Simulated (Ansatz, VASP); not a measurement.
# Two plane-wave programs on MgS

```
Mg S
1.0
     6.98606    0.00000    0.00000
     0.00000    6.98606    0.00000
     0.00000    0.00000    6.98606
Mg S
8 8
Direct
  0.84221 0.65779 0.34221
  0.15779 0.34221 0.65779
  0.34221 0.65779 0.15779
  0.84221 0.84221 0.84221
  0.65779 0.15779 0.34221
  0.65779 0.34221 0.84221
  0.15779 0.15779 0.15779
  0.34221 0.84221 0.65779
  0.14313 0.85687 0.35687
  0.64313 0.64313 0.64313
  0.85687 0.35687 0.14313
  0.35687 0.14313 0.85687
  0.64313 0.85687 0.14313
  0.85687 0.14313 0.64313
  0.35687 0.35687 0.35687
  0.14313 0.64313 0.85687
```

Alike in both runs: functional PBE; k mesh 4 × 4 × 4; occupations gaussian, width 0.02 eV; no spin polarisation.

Ansatz relaxed the structure, and its values are those at the end. VASP's run is a single point on that final structure, the one shown.

|  | VASP | Ansatz |
| --- | --- | --- |
| version | VASP 6.6.1 | Ansatz 0.2.0 |
| potentials or method | VASP PAW PBE potentials, release 64 (Mg, S), cutoff 520 eV | scalar-relativistic, plane waves, PAW |
| valence electrons in the cell | 64 | 128 |

Ansatz gave:

| Property | Result |
| --- | --- |
| gap on the k mesh at the Fermi level (eV) | 2.47 |
| least direct gap on the mesh (eV) | 2.47 |
| pressure (GPa) | 0.0 |
| rms of the force components (eV/Å) | 0.005 |

Which values does VASP return?

gap on the k mesh at the Fermi level (eV): 2.46; least direct gap on the mesh (eV): 2.46; pressure (GPa): -0.2; rms of the force components (eV/Å): 0.008.

The functional is the same, so the differences come from potentials, cutoffs and numerics. VASP's potentials hold 64 valence electrons a cell and Ansatz's 128, so a difference there can come from the potentials and not from the codes.
